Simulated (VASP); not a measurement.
# Ir in VASP: single point with PBEsol

Aim: the single point of Ir with PBEsol.

Program: VASP 6.6.1. These are calculated values, not measurements. Logs are shortened: lines on timing, memory, paths and dates and some standing lists are left out, and cuts for length are marked.

## (1) The cell of the first run

The cell holds a slab with vacuum, 24 atoms: a = 16.250 Å, b = 2.708 Å, c = 19.661 Å, α = 90.00°, β = 90.00°, γ = 90.00°.

## (2) Single point, PBEsol

File INCAR:

```
ALGO = Normal
DIPOL = 0.5 0.5 0.221
EDIFF = 1E-6
ENCUT = 520
GGA = PS
IDIPOL = 3
ISIF = 2
ISMEAR = 0
KPAR = 4
LASPH = True
LCHARG = True
LDIPOL = True
LREAL = Auto
LVACPOTAV = True
LVHAR = True
LWAVE = False
NBANDS = 126
NELM = 100
PREC = Accurate
SIGMA = 0.1
```

File KPOINTS:

```
k-points
0
Gamma
  2 12 1
```

File POSCAR:

```
Ir
1.0
   16.2504120812      0.0000000000      0.0000000000
    0.0000000000      2.7084020135      0.0000000000
    0.0000000000      0.0000000000     19.6605177198
Ir
24
Direct
    0.0000000000      0.0000000000      0.0762950407
    0.0833333333      0.5000000000      0.1737049593
    0.1666666667      0.0000000000      0.0762950407
    0.2500000000      0.5000000000      0.1737049593
    0.3333333333      0.0000000000      0.0762950407
    0.4166666667      0.5000000000      0.1737049593
    0.5000000000      0.0000000000      0.0762950407
    0.5833333333      0.5000000000      0.1737049593
    0.6666666667      0.0000000000      0.0762950407
    0.7500000000      0.5000000000      0.1737049593
    0.8333333333      0.0000000000      0.0762950407
    0.9166666667      0.5000000000      0.1737049593
    0.0000000000      0.0000000000      0.2716989679
    0.0833333333      0.5000000000      0.3642523587
    0.1666666667      0.0000000000      0.2716989679
    0.2500000000      0.5000000000      0.3642523587
    0.3333333333      0.0000000000      0.2716989679
    0.4166666667      0.5000000000      0.3642523587
    0.5000000000      0.0000000000      0.2716989679
    0.5833333333      0.5000000000      0.3642523587
    0.6666666667      0.0000000000      0.2716989679
    0.7500000000      0.5000000000      0.3642523587
    0.8333333333      0.0000000000      0.2716989679
    0.9166666667      0.5000000000      0.3642523587
```

Potentials or basis: VASP PAW PBE potentials, release 64 (Ir).

Launch:

```sh
$ cat potpaw_PBE.64/Ir/POTCAR > POTCAR
$ mpirun -np 4 vasp_std > vasp.out
```

OUTCAR:

```text
EDIFF = 1E-6
   ENCUT = 520
   GGA = PS
   ISIF = 2
   ISMEAR = 0
   LASPH = True
   LREAL = Auto
   NELM = 100
   PREC = Accurate

 ion  position               nearest neighbor table
   1  0.000  0.000  0.076-   2 2.71  12 2.71   2 2.71  12 2.71  11 2.71   3 2.71
   2  0.083  0.500  0.174-  12 2.71   1 2.71   1 2.71   4 2.71   3 2.71   3 2.71  13 2.72  13 2.72
                            15 2.72  15 2.72
   3  0.167  0.000  0.076-   5 2.71   4 2.71   4 2.71   1 2.71   2 2.71   2 2.71
   4  0.250  0.500  0.174-   3 2.71   5 2.71   3 2.71   5 2.71   2 2.71   6 2.71  15 2.72  17 2.72
                            15 2.72  17 2.72
   5  0.333  0.000  0.076-   3 2.71   4 2.71   4 2.71   7 2.71   6 2.71   6 2.71
   6  0.417  0.500  0.174-   8 2.71   7 2.71   7 2.71   4 2.71   5 2.71   5 2.71  19 2.72  19 2.72
                            17 2.72  17 2.72
   7  0.500  0.000  0.076-   6 2.71   8 2.71   6 2.71   8 2.71   5 2.71   9 2.71
   8  0.583  0.500  0.174-   6 2.71   7 2.71   7 2.71  10 2.71   9 2.71   9 2.71  19 2.72  19 2.72
                            21 2.72  21 2.72
   9  0.667  0.000  0.076-  11 2.71  10 2.71  10 2.71   7 2.71   8 2.71   8 2.71
  10  0.750  0.500  0.174-   9 2.71  11 2.71   9 2.71  11 2.71   8 2.71  12 2.71  21 2.72  23 2.72
                            21 2.72  23 2.72
  11  0.833  0.000  0.076-   9 2.71  10 2.71  10 2.71   1 2.71  12 2.71  12 2.71
  12  0.917  0.500  0.174-   2 2.71   1 2.71   1 2.71  10 2.71  11 2.71  11 2.71  13 2.72  13 2.72
[... 5 lines left out ...]
                             2 2.72   2 2.72
  16  0.250  0.500  0.364-  15 2.64  17 2.64  15 2.64  17 2.64  14 2.71  18 2.71
  17  0.333  0.000  0.272-  16 2.64  16 2.64  18 2.64  18 2.64  15 2.71  19 2.71   4 2.72   4 2.72
                             6 2.72   6 2.72
  18  0.417  0.500  0.364-  19 2.64  19 2.64  17 2.64  17 2.64  20 2.71  16 2.71
  19  0.500  0.000  0.272-  18 2.64  20 2.64  18 2.64  20 2.64  17 2.71  21 2.71   6 2.72   8 2.72
                             6 2.72   8 2.72
  20  0.583  0.500  0.364-  19 2.64  19 2.64  21 2.64  21 2.64  18 2.71  22 2.71
  21  0.667  0.000  0.272-  22 2.64  22 2.64  20 2.64  20 2.64  23 2.71  19 2.71  10 2.72  10 2.72
                             8 2.72   8 2.72
  22  0.750  0.500  0.364-  21 2.64  23 2.64  21 2.64  23 2.64  20 2.71  24 2.71
  23  0.833  0.000  0.272-  22 2.64  22 2.64  24 2.64  24 2.64  21 2.71  13 2.71  10 2.72  10 2.72
                            12 2.72  12 2.72
  24  0.917  0.500  0.364-  13 2.64  13 2.64  23 2.64  23 2.64  14 2.71  22 2.71

  LATTYP: Found a simple orthorhombic cell.
 ALAT       =     2.7084020135
 B/A-ratio  =     6.0000000001
 C/A-ratio  =     7.2590839993

  Lattice vectors:

 A1 = (   0.0000000000,  -2.7084020135,   0.0000000000)
 A2 = (  16.2504120812,   0.0000000000,   0.0000000000)
 A3 = (   0.0000000000,   0.0000000000,  19.6605177198)

Analysis of symmetry for initial positions (statically):
=====================================================================
 Subroutine PRICEL returns following result:

  LATTYP: Found a simple tetragonal cell.
 ALAT       =     2.7084020141
 C/A-ratio  =     7.2590839977
[... 155 lines left out ...]
  volume/ion in A,a.u.               =      36.05       243.31
  Fermi-wavevector in a.u.,A,eV,Ry     =   1.030786  1.947903 14.456465  1.062520
  Thomas-Fermi vector in A             =   2.164902
   LORBIT       =      0    0 simple, 1 ext, 2 COOP (PROOUT), +10 PAW based schemes
   GGA     = PS    functional components
   LHFCALC =     F    Hartree Fock is set to
   AEXX    =    0.0000 exact exchange contribution
   IVDW    =     0    specifies the selected vdW correction
   LEPSILON=     F    determine dielectric tensor
   LRPA    =     F    only Hartree local field effects (RPA)
 non-spin polarized calculation
 Gauss-broadening in eV      SIGMA  =   0.10
  energy-cutoff  :      520.00
  volume of cell :      865.31
 maximum number of plane-waves:     23478
 NGX is ok and might be reduce to   126
   NGX = 61   NGY = 11   NGZ = 73

 dipolmoment           0.000000      0.000000      0.000729 electrons x Angstroem

 number of electron     215.9999979 magnetization

 dipolmoment           0.000000      0.000000     -0.005132 electrons x Angstroem

 Free energy of the ion-electron system (eV)
  ---------------------------------------------------
  ext. energy  EPLUGINS =         0.00000000
  ---------------------------------------------------
  free energy    TOTEN  =      -216.96728854 eV

  energy without entropy =     -216.78834505  energy(sigma->0) =     -216.87781679

 E-fermi :   0.5258     XC(G=0):  -6.5787

 val. band max:        0.5088042550   @ k =   0.5000   0.5000   0.0000
 cond. band min:       0.5273780178   @ k =   0.0000   0.1667   0.0000
 fundamental gap:      0.0185737629
 Fermi energy:         0.5258235703

 k-point     1 :       0.0000    0.0000    0.0000
  band No.  band energies     occupation
      1      -9.9531      2.00000
      2      -9.2151      2.00000
      3      -9.2151      2.00000
      4      -7.9953      2.00000
      5      -7.7131      2.00000
      6      -7.7131      2.00000
[... 1711 lines left out ...]
    119       2.2108      0.00000
    120       2.2108      0.00000
 [bands above 120 left out]

------------------------ aborting loop because EDIFF is reached ----------------------------------------

  FORCE on cell =-STRESS in cart. coord.  units (eV):
  Direction    XX          YY          ZZ          XY          YZ          ZX
  --------------------------------------------------------------------------------------
  -------------------------------------------------------------------------------------
  Total      -25.8106321    -25.8114116     -9.7911869      0.0000000      0.0000000      0.0000000
  in kB      -47.7899709    -47.7914142    -18.1289840      0.0000000      0.0000000      0.0000000
  external PRESSURE =     -37.9034564 kB  Pullay stress =       0.0000000 kB

 VOLUME and BASIS-vectors are now :
 -----------------------------------------------------------------------------
  energy-cutoff  :      520.00
  volume of cell :      865.31
      direct lattice vectors                 reciprocal lattice vectors
    16.250412081  0.000000000  0.000000000     0.061536901  0.000000000  0.000000000
     0.000000000  2.708402014  0.000000000     0.000000000  0.369221406  0.000000000
     0.000000000  0.000000000 19.660517720     0.000000000  0.000000000  0.050863360

 POSITION                                       TOTAL-FORCE (eV/Angst)
 -----------------------------------------------------------------------------------
      0.00000      0.00000      1.50000         0.000000      0.000000      0.967031
      1.35420      1.35420      3.41513         0.000000     -0.000000     -1.028249
      2.70840      0.00000      1.50000         0.000000      0.000000      0.967031
      4.06260      1.35420      3.41513         0.000000     -0.000000     -1.028249
      5.41680      0.00000      1.50000        -0.000000      0.000000      0.967031
      6.77101      1.35420      3.41513         0.000000      0.000000     -1.028249
[... 16 lines left out ...]
     13.54201      0.00000      5.34174        -0.000000      0.000000     -0.011798
     14.89621      1.35420      7.16139         0.000000     -0.000000      0.073016
 -----------------------------------------------------------------------------------
    total drift:                                0.000000     -0.000000     -0.001210

  FREE ENERGIE OF THE ION-ELECTRON SYSTEM (eV)
  ---------------------------------------------------
  free  energy   TOTEN  =      -216.9672885375 eV

  energy  without entropy=     -216.7883450492  energy(sigma->0) =     -216.87781679

 vacuum level on the upper side and lower side of the slab         6.182         6.200
```

stdout:

```text
POSCAR found type information on POSCAR Ir
 POSCAR found :  1 types and      24 ions
 scaLAPACK will be used
 -----------------------------------------------------------------------------
|                                                                             |
[... 23 lines left out ...]
|     field-free region was found. Please increase the size of  your cell     |
|     in the dimension of the dipole correction to obtain accurate            |
|     workfunction values.                                                    |
|                                                                             |
 -----------------------------------------------------------------------------
```

Wall time 21 min (4 MPI ranks of Intel Xeon Platinum 8488C (Sapphire Rapids), shared host); peak memory 1.3 GiB.

Results:

- Free energy: -216.9673 eV
- Largest force: 1.028 eV/Å
- Band gap on the k mesh: zero (bands 108 and 109 overlap by 1.16 eV)

Forces on the atoms (eV/Å):
```
Ir   0.000  0.000  0.967
Ir   0.000  0.000 -1.028
Ir   0.000  0.000  0.967
Ir   0.000  0.000 -1.028
Ir   0.000  0.000  0.967
Ir   0.000  0.000 -1.028
Ir   0.000  0.000  0.967
Ir   0.000  0.000 -1.028
Ir   0.000  0.000  0.967
Ir   0.000  0.000 -1.028
Ir   0.000  0.000  0.967
Ir   0.000  0.000 -1.028
Ir   0.000  0.000 -0.012
Ir   0.000  0.000  0.073
Ir   0.000  0.000 -0.012
Ir   0.000  0.000  0.073
Ir   0.000  0.000 -0.012
Ir   0.000  0.000  0.073
Ir   0.000  0.000 -0.012
Ir   0.000  0.000  0.073
Ir   0.000  0.000 -0.012
Ir   0.000  0.000  0.073
Ir   0.000  0.000 -0.012
Ir   0.000  0.000  0.073
```

Caveat: the PAW data sets were made with another functional, which shifts forces and pressure a little; spin-orbit coupling is left out, which moves the levels of the heavy elements.
